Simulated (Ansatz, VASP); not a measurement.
## One calculation of BN, two programs

```xyz
2
Lattice="0.0000 1.8130 1.8130 1.8130 0.0000 1.8130 1.8130 1.8130 0.0000" Properties=species:S:1:pos:R:3 pbc="T T T"
B     0.0265   -0.0265    0.0000
N     2.7195    2.7195    2.7195
```

Change from the starting cell: all B atoms moved +0.037 Å, as atom 1 along Cartesian [1 -1 0].

Alike in both runs: task single point; functional PBE; k mesh 12 × 12 × 12; occupations gaussian, width 0.05 eV; no spin polarisation.

|  | VASP | Ansatz |
| --- | --- | --- |
| version | VASP 6.6.1 | Ansatz 0.2.0 |
| potentials or method | VASP PAW PBE potentials, release 64 (B, N), cutoff 520 eV | scalar-relativistic, plane waves, PAW |
| valence electrons in the cell | 8 | 8 |

|  | VASP | Ansatz | Ansatz less VASP |
| --- | --- | --- | --- |
| gap on the k mesh at the Fermi level (eV) | 4.11 | 4.12 | +0.012 |
| least direct gap on the mesh (eV) | 8.20 | 8.21 | +0.009 |
| pressure (GPa) | 0.2 | 0.0 | -0.24 |
| traceless stress, the component that is largest in VASP (GPa) | 0.52 | 0.46 | -0.066 |
| rms of the force components (eV/Å) | 0.515 | 0.512 | -0.0028 |

Atom by atom the forces differ by 0.003 eV/Å (rms over components).
